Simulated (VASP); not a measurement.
Set up this calculation in VASP 6.6.1, as the native input.

```
Task                   : single point
Functional             : PBE
Potentials or basis    : VASP PAW PBE potentials, release 64 (Pb_d, Se)
Cutoff                 : 520 eV
k mesh                 : 9 × 9 × 9
Occupations            : fermi-dirac, width 0.01 eV
Spin                   : no spin polarisation
Dipole correction      : no
Further INCAR settings : ALGO = Normal; EDIFF = 1e-07; NBANDS = 17
```

The structure of PbSe lies in POSCAR:

```
PbSe
1.0
    0.0000000000      3.0415980385      3.0415980385
    3.0415980385      0.0000000000      3.0415980385
    3.0415980385      3.0415980385      0.0000000000
Pb Se
1 1
Direct
    0.0000000000      0.0000000000      0.0000000000
    0.5000000000      0.5000000000      0.5000000000
```

This cell differs from its parent crystal: volume scaled by 0.98.

These files were run (other wordings do the same):

INCAR

```
SYSTEM = PbSe
ALGO = Normal
EDIFF = 1E-7
ENCUT = 520
GGA = PE
ISIF = 2
ISMEAR = -1
LASPH = .TRUE.
LCHARG = .FALSE.
LREAL = .FALSE.
LWAVE = .FALSE.
NBANDS = 17
NELM = 100
PREC = Accurate
SIGMA = 0.01
```

KPOINTS

```
k-points
0
G
  9 9 9
  0 0 0
```

Potentials or basis: VASP PAW PBE potentials, release 64 (Pb_d, Se).

Run with:

```sh
$ cat potpaw_PBE.64/Pb_d/POTCAR potpaw_PBE.64/Se/POTCAR > POTCAR
$ mpirun -np 1 vasp_std > vasp.out
```

It gave:

- Pressure: 3.5 GPa

It took 54 s on 1 thread of AMD EPYC 7R13 (shared host), peak memory 0.16 GiB.
